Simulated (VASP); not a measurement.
# Sr (Im-3m) in VASP: relaxation of cell and atoms with PBE

Aim: the relaxation of cell and atoms of Sr with PBE.

All numbers are computed with VASP 6.6.1; they aren't measurements. Logs are shortened: lines on timing, memory, paths and dates and some standing lists are left out, and cuts for length are marked.

**1. The cell of the first run**

It takes space group Im-3m (No. 229, cubic). Conventional cell: a = 4.850 Å, b = 4.850 Å, c = 4.850 Å, α = 90.00°, β = 90.00°, γ = 90.00°. Sr (site symmetry m-3m) has 14 Sr at 4.20 to 4.85 Å within 5.5 Å.

This isn't the form of Sr at room conditions, which is fcc.

**2. Relaxation of cell and atoms, PBE**

Input file INCAR:

```
  ALGO = Fast
  EDIFF = 1E-7
  EDIFFG = -0.005
  ENCUT = 600
  GGA = PE
  IBRION = 2
  ISIF = 3
  ISMEAR = 0
  LASPH = True
  LCHARG = False
  LREAL = False
  LWAVE = False
  NELM = 60
  NSW = 100
  PREC = Accurate
  SIGMA = 0.1
```

Input file KPOINTS:

```
k-points
0
Gamma
  12 12 12
```

Input file POSCAR:

```
Sr
1.0
   -2.4250000000      2.4250000000      2.4250000000
    2.4250000000     -2.4250000000      2.4250000000
    2.4250000000      2.4250000000     -2.4250000000
Sr
1
Direct
    0.0000000000      0.0000000000      0.0000000000
```

Potentials or basis: VASP PAW PBE potentials, release 64 (Sr_sv).

Launch:

```console
$ cat potpaw_PBE.64/Sr_sv/POTCAR > POTCAR
$ mpirun -np 1 vasp_std > vasp.out
```

OUTCAR:

```text
EDIFF = 1E-7
   EDIFFG = -0.005
   ENCUT = 600
   GGA = PE
   IBRION = 2
   ISIF = 3
   ISMEAR = 0
   LASPH = True
   LREAL = False
   NELM = 60
   NSW = 100
   PREC = Accurate

 ion  position               nearest neighbor table
   1  0.000  0.000  0.000-

  LATTYP: Found a body centered cubic cell.
 ALAT       =     4.8500000000

  Lattice vectors:

 A1 = (  -2.4250000000,   2.4250000000,   2.4250000000)
 A2 = (   2.4250000000,  -2.4250000000,   2.4250000000)
 A3 = (   2.4250000000,   2.4250000000,  -2.4250000000)

Analysis of symmetry for initial positions (statically):
=====================================================================
 Subroutine PRICEL returns:
 Original cell was already a primitive cell.

 Routine SETGRP: Setting up the symmetry group for a
 body centered cubic supercell.

 Subroutine GETGRP returns: Found 48 space group operations
 (whereof 48 operations were pure point group operations)
 out of a pool of 48 trial point group operations.

The static configuration has the point symmetry O_h .

Analysis of symmetry for dynamics (positions and initial velocities):
=====================================================================
 Subroutine PRICEL returns:
 Original cell was already a primitive cell.

 Routine SETGRP: Setting up the symmetry group for a
 body centered cubic supercell.

 Subroutine GETGRP returns: Found 48 space group operations
 (whereof 48 operations were pure point group operations)
 out of a pool of 48 trial point group operations.

The dynamic configuration has the point symmetry O_h .

 Subroutine INISYM returns: Found 48 space group operations
 (whereof 48 operations are pure point group operations),
 and found     1 'primitive' translations

----------------------------------------------------------------------------------------

                                     Primitive cell

  volume of cell :      57.0421

  direct lattice vectors                    reciprocal lattice vectors
    -2.425000000  2.425000000  2.425000000     0.000000000  0.206185567  0.206185567
     2.425000000 -2.425000000  2.425000000     0.206185567  0.000000000  0.206185567
     2.425000000  2.425000000 -2.425000000     0.206185567  0.206185567  0.000000000

  length of vectors
     4.200223208  4.200223208  4.200223208     0.291590425  0.291590425  0.291590425

  position of ions in fractional coordinates (direct lattice)
     0.000000000  0.000000000  0.000000000

  ion indices of the primitive-cell ions
   primitive index   ion index
                 1           1

----------------------------------------------------------------------------------------

 KPOINTS: k-points

Automatic generation of k-mesh.
 Grid dimensions read from file:
 generate k-points for:   12   12   12

 Generating k-lattice:

  Cartesian coordinates                     Fractional coordinates (reciprocal lattice)
     0.000000000  0.017182131  0.017182131     0.083333333  0.000000000  0.000000000
     0.017182131  0.000000000  0.017182131     0.000000000  0.083333333  0.000000000
     0.017182131  0.017182131  0.000000000     0.000000000  0.000000000  0.083333333

  Length of vectors
     0.024299202  0.024299202  0.024299202

  Shift w.r.t. Gamma in fractional coordinates (k-lattice)
     0.000000000  0.000000000  0.000000000

 Subroutine IBZKPT returns following result:
 ===========================================

 Found     72 irreducible k-points:

 Following reciprocal coordinates:
            Coordinates               Weight
  0.000000  0.000000  0.000000      1.000000
  0.083333  0.000000  0.000000     12.000000
  0.166667  0.000000  0.000000     12.000000
  0.250000  0.000000  0.000000     12.000000
  0.333333  0.000000  0.000000     12.000000
  0.416667  0.000000  0.000000     12.000000
[... 16 lines left out ...]
  0.333333  0.083333  0.083333     24.000000
  0.416667  0.083333  0.083333     12.000000
 [... further k-points ...]
   k-points           NKPTS =     72   k-points in BZ     NKDIM =     72   number of bands    NBANDS=      9
   number of dos      NEDOS =    301   number of ions     NIONS =      1
   total plane-waves  NPLWV =  46656
   dimension x,y,z NGX =    36 NGY =   36 NGZ =   36
   dimension x,y,z NGXF=    72 NGYF=   72 NGZF=   72
   ions per type =               1
   NGX,Y,Z   is equivalent  to a cutoff of  14.25, 14.25, 14.25 a.u.
   NGXF,Y,Z  is equivalent  to a cutoff of  28.50, 28.50, 28.50 a.u.
 SYSTEM =  unknown system
   PREC   = accura    normal or accurate (medium, high low for compatibility)
   ISTART =      0    job   : 0-new  1-cont  2-samecut
   ICHARG =      2    charge: 1-file 2-atom 10-const
   ISPIN  =      1    spin polarized calculation?
   LNONCOLLINEAR =      F non collinear calculations
   LSORBIT =      F    spin-orbit coupling
   LASPH  =      T    aspherical Exc in radial PAW
   ENCUT  =  600.0 eV  44.10 Ry    6.64 a.u.   8.39  8.39  8.39*2*pi/ulx,y,z
   NELM   =     60;   NELMIN=  2; NELMDL= -5     # of ELM steps
   EDIFF  = 0.1E-06   stopping-criterion for ELM
   LREAL  =      F    real-space projection
   EDIFFG = -.5E-02   stopping-criterion for IOM
   NSW    =    100    number of steps for IOM
   IBRION =      2    ionic relax: 0-MD 1-quasi-New 2-CG
   NFREE  =      1    steps in history (QN), initial steepest desc. (CG)
   ISIF   =      3    stress and relaxation
   ISYM   =      2    0-nonsym 1-usesym 2-fastsym
   POTIM  = 0.5000    time-step for ionic-motion
   TEBEG  =    0.0;   TEEND  =   0.0 temperature during run
   PSTRESS=    0.0 pullay stress
   NELECT =      10.0000    total number of electrons
   NUPDOWN=      -1.0000    fix difference up-down
   EMIN   =  10.00;   EMAX   =-10.00  energy-range for DOS
   EFERMI =   0.00;   METHOD = LEGACY
   ISMEAR =     0;   SIGMA  =   0.10  broadening in eV -4-tet -1-fermi 0-gaus
   EFERMI_NEDOS =   21; number of points for ismear=-14 and -15
   IALGO  =     68    algorithm
   IMIX   =      4    mixing-type and parameters
     AMIX     =   0.40;   BMIX     =  1.00
     AMIX_MAG =   1.60;   BMIX_MAG =  1.00
  volume/ion in A,a.u.               =      57.04       384.94
  Fermi-wavevector in a.u.,A,eV,Ry     =   0.916241  1.731445 11.422060  0.839498
  Thomas-Fermi vector in A             =   2.041074
   LORBIT       =      0    0 simple, 1 ext, 2 COOP (PROOUT), +10 PAW based schemes
   GGA     = PE    functional components
   LHFCALC =     F    Hartree Fock is set to
   AEXX    =    0.0000 exact exchange contribution
   IVDW    =     0    specifies the selected vdW correction
   LEPSILON=     F    determine dielectric tensor
   LRPA    =     F    only Hartree local field effects (RPA)
 conjugate gradient relaxation of ions
 non-spin polarized calculation
 RMM-DIIS sequential band-by-band and
 Gauss-broadening in eV      SIGMA  =   0.10
  energy-cutoff  :      600.00
  volume of cell :       57.04
 maximum number of plane-waves:      1926
 NGX is ok and might be reduce to    36
   NGX = 17   NGY = 17   NGZ = 17

--------------------------------------- Ionic step        1  -------------------------------------------

 number of electron      10.0000000 magnetization

 Free energy of the ion-electron system (eV)
  ---------------------------------------------------
  ext. energy  EPLUGINS =         0.00000000
  ---------------------------------------------------
  free energy    TOTEN  =        -1.62769727 eV

  energy without entropy =       -1.62071085  energy(sigma->0) =       -1.62420406

------------------------ aborting loop because EDIFF is reached ----------------------------------------

  FORCE on cell =-STRESS in cart. coord.  units (eV):
  Direction    XX          YY          ZZ          XY          YZ          ZX
  --------------------------------------------------------------------------------------
  -------------------------------------------------------------------------------------
  Total       -0.2150061     -0.2150061     -0.2150061     -0.0000000     -0.0000000     -0.0000000
  in kB       -6.0390149     -6.0390149     -6.0390149     -0.0000000     -0.0000000     -0.0000000
  external PRESSURE =      -6.0390149 kB  Pullay stress =       0.0000000 kB

 VOLUME and BASIS-vectors are now :
 -----------------------------------------------------------------------------
  energy-cutoff  :      600.00
  volume of cell :       57.04
      direct lattice vectors                 reciprocal lattice vectors
    -2.425000000  2.425000000  2.425000000     0.000000000  0.206185567  0.206185567
     2.425000000 -2.425000000  2.425000000     0.206185567  0.000000000  0.206185567
     2.425000000  2.425000000 -2.425000000     0.206185567  0.206185567  0.000000000
[... 36 lines left out ...]
 POSITION                                       TOTAL-FORCE (eV/Angst)
 -----------------------------------------------------------------------------------
      0.00000      0.00000      0.00000         0.000000      0.000000      0.000000
 -----------------------------------------------------------------------------------
    total drift:                               -0.000000      0.000000      0.000000

  FREE ENERGIE OF THE ION-ELECTRON SYSTEM (eV)
  ---------------------------------------------------
  free  energy   TOTEN  =        -1.6326573014 eV

  energy  without entropy=       -1.6262099937  energy(sigma->0) =       -1.62943365

--------------------------------------- Ionic step        3  -------------------------------------------

 number of electron      10.0000000 magnetization

 Free energy of the ion-electron system (eV)
  ---------------------------------------------------
  ext. energy  EPLUGINS =         0.00000000
  ---------------------------------------------------
  free energy    TOTEN  =        -1.63399218 eV

  energy without entropy =       -1.62788882  energy(sigma->0) =       -1.63094050

 E-fermi :   1.6648     XC(G=0):  -7.4077

 val. band max:        1.6583509481   @ k =  -0.4167   0.5000   0.3333
 cond. band min:       1.6714664125   @ k =   0.5000   0.5000   0.2500
 fundamental gap:      0.0131154644
 Fermi energy:         1.6647907870

 k-point     1 :       0.0000    0.0000    0.0000
  band No.  band energies     occupation
      1     -34.9204      2.00000
      2     -16.8030      2.00000
      3     -16.8030      2.00000
      4     -16.8030      2.00000
      5      -2.0163      2.00000
      6       4.0547      0.00000
      7       4.0547      0.00000
      8       4.0547      0.00000
      9       5.3973      0.00000

 k-point     2 :       0.0833    0.0000    0.0000
  band No.  band energies     occupation
      1     -34.9193      2.00000
      2     -16.8178      2.00000
      3     -16.8078      2.00000
      4     -16.8031      2.00000
      5      -1.8958      2.00000
      6       3.9464      0.00000
      7       3.9782      0.00000
      8       4.1717      0.00000
      9       5.2401      0.00000
[... 253 lines left out ...]
 k-point    24 :       0.4167    0.0833    0.0833
  band No.  band energies     occupation
      1     -34.9034      2.00000
      2     -17.0006      2.00000
      3     -16.8821      2.00000
      4     -16.8170      2.00000
      5       0.8907      2.00000
      6       1.8873      0.00165
      7       2.6733      0.00000
      8       5.3267      0.00000
      9       5.9246      0.00000

 [... further k-points ...]
[... 5 lines left out ...]
  --------------------------------------------------------------------------------------
  -------------------------------------------------------------------------------------
  Total       -0.0044941     -0.0044941     -0.0044941     -0.0000000     -0.0000000      0.0000000
  in kB       -0.1335552     -0.1335552     -0.1335552     -0.0000000     -0.0000000      0.0000000
  external PRESSURE =      -0.1335552 kB  Pullay stress =       0.0000000 kB

 VOLUME and BASIS-vectors are now :
 -----------------------------------------------------------------------------
  energy-cutoff  :      600.00
  volume of cell :       53.91
      direct lattice vectors                 reciprocal lattice vectors
    -2.379815146  2.379815146  2.379815146     0.000000000  0.210100352  0.210100352
     2.379815146 -2.379815146  2.379815146     0.210100352  0.000000000  0.210100352
     2.379815146  2.379815146 -2.379815146     0.210100352  0.210100352  0.000000000

 POSITION                                       TOTAL-FORCE (eV/Angst)
 -----------------------------------------------------------------------------------
      0.00000      0.00000      0.00000         0.000000      0.000000      0.000000
 -----------------------------------------------------------------------------------
    total drift:                               -0.000000      0.000000      0.000000

  FREE ENERGIE OF THE ION-ELECTRON SYSTEM (eV)
  ---------------------------------------------------
  free  energy   TOTEN  =        -1.6339921832 eV

  energy  without entropy=       -1.6278888217  energy(sigma->0) =       -1.63094050

 reached required accuracy - stopping structural energy minimisation
```

Wall time 2.9 min (1 thread of Intel Xeon 8259CL, shared host); peak memory 0.24 GiB.

Results:

```yaml
Free_energy: -1.6340 eV
Relaxed_volume: 53.91 Å³/atom
Relaxed_cell: a = 4.122 Å, b = 4.122 Å, c = 4.122 Å, α = 109.47°, β = 109.47°, γ = 109.47°
Space_group_after_relaxing_to_0.1_Å: Im-3m (No. 229)
Energy_gained_by_relaxing: 6.3 meV/atom
Ionic_steps: 3
Pressure_after_relaxing: 0.0 GPa
Band_gap_on_the_k_mesh: zero (bands 5 and 6 overlap by 0.51 eV)
```

Step by step:
```
step  energy change (eV)  largest force (eV/Å)  pressure (GPa)  volume (Å³)
   1              0.0000                0.0000           -0.60        57.04
   2             -0.0050                0.0000           -0.29        55.29
   3             -0.0063                0.0000           -0.01        53.91
```

Final structure:
```
CELL_PARAMETERS angstrom
-2.37982 2.37982 2.37982
2.37982 -2.37982 2.37982
2.37982 2.37982 -2.37982
ATOMIC_POSITIONS crystal
Sr 0.00000 0.00000 0.00000
```
